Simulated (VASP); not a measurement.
A run of VASP 6.6.1:

File INCAR:

```
SYSTEM = AlNi3
PREC = Accurate
ENCUT = 520
EDIFF = 1E-7
ISMEAR = -1
SIGMA = 0.05
LREAL = .False.
LASPH = .True.
NELM = 150
ALGO = Normal
ISIF = 2
LWAVE = .False.
LCHARG = .False.
ISPIN = 2
MAGMOM = -0.06 0.59 -0.79 0
LORBIT = 11
LMAXMIX = 4
GGA = PS
NBANDS = 28
```

KPOINTS

```
Automatic mesh
0
Gamma
  6 6 6
  0 0 0
```

File POSCAR:

```
AlNi3
1.0
    3.5230547267      0.0000000000      0.0000000000
    0.0000000000      3.5230547267      0.0000000000
    0.0000000000      0.0000000000      3.5230547267
Ni Al
3 1
Direct
    0.5000000000      0.5000000000      0.0000000000
    0.5000000000      0.0000000000      0.5000000000
    0.0000000000      0.5000000000      0.5000000000
    0.0000000000      0.0000000000      0.0000000000
```

Potentials or basis: VASP PAW PBE potentials, release 64 (Ni, Al).

Command:

```console
$ cat potpaw_PBE.64/Ni/POTCAR potpaw_PBE.64/Al/POTCAR > POTCAR
$ mpirun -np 1 vasp_std > vasp.out
```

Hardware: 1 thread of Intel Xeon 8259CL, on a shared host.

Task: Estimate the wall time of this run.

Result: Run time: 8.4 min on 1 thread of Intel Xeon 8259CL, on a shared host, peak memory 0.25 GiB. Counts: scf iterations 21, k points 64.
